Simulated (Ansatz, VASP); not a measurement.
## One calculation of SnO2, two programs

File INCAR:

```
PREC = Accurate ; ENCUT = 600
EDIFF = 1E-6 ; ISMEAR = 0
SIGMA = 0.1 ; LREAL = False
LASPH = True ; NELM = 60
ALGO = Normal ; ISIF = 3
LWAVE = False ; LCHARG = False
GGA = CA ; IBRION = 2
NSW = 100 ; EDIFFG = -0.05
```

Contents of KPOINTS:

```
regular mesh
0
Gamma
  4 4 6
```

POSCAR

```
SnO2
1.0
    4.7880040000      0.0000000000      0.0000000000
    0.0000000000      4.8665820000      0.0000000000
    0.0000000000      0.0000000000      3.2408980000
Sn O
2 4
Direct
    0.5000000000      0.5000000000      0.5000000000
    0.0000000000      0.0000000000      0.0000000000
    0.2918550000      0.3210420000      0.0000000000
    0.7918550000      0.1789580000      0.5000000000
    0.2081450000      0.8210420000      0.5000000000
    0.7081450000      0.6789580000      0.0000000000
```

Input for Ansatz:

```yaml
crystal:
  lattice:
    - [4.788004, 0.0, 0.0]
    - [0.0, 4.866582, 0.0]
    - [0.0, 0.0, 3.240898]
  atoms:
    - { symbol: Sn, position: [0.5, 0.5, 0.5] }
    - { symbol: Sn, position: [0.0, 0.0, 0.0] }
    - { symbol: O, position: [0.291855, 0.321042, 0.0] }
    - { symbol: O, position: [0.791855, 0.178958, 0.5] }
    - { symbol: O, position: [0.208145, 0.821042, 0.5] }
    - { symbol: O, position: [0.708145, 0.678958, 0.0] }
basis:
  ecutwfc: 420
kpoints:
  mp_grid: { grid: [4, 4, 6] }
hamiltonian:
  xc: lda
scf:
  occupations: { method: gaussian, width: 0.1 }
output:
  forces: true
  stress: true
  eigenvalues: true
relax:
  adjacent_minimum: "off"
  f_tol: 0.05
  max_steps: 80
  cell: { stress_tol: 0.5 }
```

Alike in both runs: task relaxation of cell and atoms; functional LDA; k mesh 4 × 4 × 6; occupations gaussian, width 0.1 eV; no spin polarisation.

|  | VASP | Ansatz |
| --- | --- | --- |
| version | VASP 6.6.1 | Ansatz 0.2.0 |
| potentials or method | VASP PAW LDA potentials, release 64 (Sn_d, O), cutoff 600 eV | scalar-relativistic, plane waves, PAW |
| valence electrons in the cell | 52 | 52 |

```tsv
	VASP	Ansatz	Ansatz less VASP
gap on the k mesh at the Fermi level, each at its own relaxed structure (eV)	1.20	1.14	-0.061
relaxed volume (Å³/atom)	11.87	11.88	+0.010
relaxed cell length with the largest relative difference (Å)	4.700	4.723	+0.0225
```

LDA's correlation is that of Perdew and Zunger in VASP and of Perdew and Wang (1992) in Ansatz.
